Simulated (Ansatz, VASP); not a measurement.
## Li2O in VASP and in Ansatz

```xyz
3
Lattice="0.0000 2.2900 2.2900 2.2900 0.0000 2.2900 2.2900 2.2900 0.0000" Properties=species:S:1:pos:R:3 pbc="T T T"
Li    1.1450    1.1450    1.1450
Li    3.4349    3.4349    3.4349
O     0.0000    0.0000    0.0000
```

Alike in both runs: functional PBEsol; k mesh 6 × 6 × 6; no spin polarisation.

Ansatz relaxed the structure, and its values are those at the end. VASP's run is a single point on that final structure, the one shown.

|  | VASP | Ansatz |
| --- | --- | --- |
| version | VASP 6.6.1 | Ansatz 0.2.0 |
| potentials or method | VASP PAW PBE potentials, release 64 (Li_sv, O) | plane waves, PAW |
| plane-wave cutoff (eV) | 750 | 420 |
| occupations | gaussian, width 0.01 eV | fixed |
| valence electrons in the cell | 12 | 12 |

Ansatz gave:

```
pressure (GPa) : 0.0
```

Problem. Estimate VASP's values.

Solution. Pressure (GPa): 0.1.

VASP's potentials were made for PBE, not for PBEsol.
